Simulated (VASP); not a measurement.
TiAl3:

```
Ti Al
1.0
     3.95567    0.00000    0.00000
     0.00000    3.95567    0.00000
     0.00000    0.00000    3.95567
Ti Al
1 3
Cartesian
  0.0000 0.0000 0.0000
  0.0000 1.9778 1.9778
  1.9778 0.0000 1.9778
  1.9778 1.9778 0.0000
```

Base run:

```yaml
Program: VASP 6.6.1
Functional: PBE
Potentials_or_basis: VASP PAW PBE potentials, release 64 (Ti_sv, Al)
Cutoff: 520 eV
k_mesh: 7 × 7 × 7
Occupations: fermi-dirac, width 0.05 eV
Spin: no spin polarisation
```

Its results: pressure 1.9 GPa.

Task: The run is repeated on the same cell with these changes: functional from PBE to r2SCAN. What comes out?

Result: Pressure -0.1 GPa.

Caveats: the PAW data sets were made with another functional, which shifts forces and pressure a little (some runs).
